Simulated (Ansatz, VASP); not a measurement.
Ta4O in VASP and in Ansatz

INCAR

```
SYSTEM = Ta4O
  ALGO = Normal
  EDIFF = 1E-6
  ENCUT = 520
  GGA = PE
  ISIF = 2
  ISMEAR = 0
  LASPH = .True.
  LCHARG = .False.
  LREAL = .False.
  LWAVE = .False.
  NBANDS = 33
  NELM = 100
  PREC = Accurate
  SIGMA = 0.15
```

File KPOINTS:

```
k-points
0
Gamma
  14 14 8
  0 0 0
```

Contents of POSCAR:

```
Ta4O
1.0
    3.2058864392      0.0000000000      0.0000000000
    0.0000000000      3.2058864392      0.0000000000
    0.0000000000      0.0000000000      7.3953866773
Ta O
4 1
Direct
    0.0000000000      0.0000000000      0.5000000000
    0.5000000000      0.5000000000      0.7829127273
    0.5000000000      0.5000000000      0.2170872727
    0.0000000000      0.0000000000      0.0000000000
    0.5000000000      0.5000000000      0.5000000000
```

Input for Ansatz:

```yaml
crystal:
  lattice:
    - [3.2058864392, 0.0, 0.0]
    - [0.0, 3.2058864392, 0.0]
    - [0.0, 0.0, 7.3953866773]
  atoms:
    - { symbol: Ta, position: [0.0, 0.0, 0.5] }
    - { symbol: Ta, position: [0.5, 0.5, 0.7829127273] }
    - { symbol: Ta, position: [0.5, 0.5, 0.2170872727] }
    - { symbol: Ta, position: [0.0, 0.0, 0.0] }
    - { symbol: O, position: [0.5, 0.5, 0.5] }
basis:
  ecutwfc: 420
kpoints:
  mp_grid: { grid: [14, 14, 8] }
hamiltonian:
  xc: pbe
scf:
  occupations: { method: gaussian, width: 0.15 }
output:
  forces: true
  stress: true
  eigenvalues: true
```

Change from the starting cell: strain -0.015 along x and y, +0.000 along z, atoms carried along.

Alike in both runs: task single point; functional PBE; k mesh 14 × 14 × 8; occupations gaussian, width 0.15 eV; no spin polarisation.

|  | VASP | Ansatz |
| --- | --- | --- |
| version | VASP 6.6.1 | Ansatz 0.2.0 |
| potentials or method | VASP PAW PBE potentials, release 64 (Ta_pv, O), cutoff 520 eV | scalar-relativistic, plane waves, PAW |
| valence electrons in the cell | 50 | 58 |

```tsv
	VASP	Ansatz	Ansatz less VASP
gap on the k mesh at the Fermi level (eV)	none	none	-
pressure (GPa)	7.0	6.7	-0.31
traceless stress, the component that is largest in VASP (GPa)	-1.24	-1.37	-0.127
rms of the force components (eV/Å)	0.022	0.034	+0.0123
```

Atom by atom the forces differ by 0.012 eV/Å (rms over components). A gap of «none» marks a metal or a gap that the smearing closes. VASP's potentials hold 50 valence electrons a cell and Ansatz's 58, so a difference there can come from the potentials and not from the codes.

Spin-orbit coupling is off throughout.
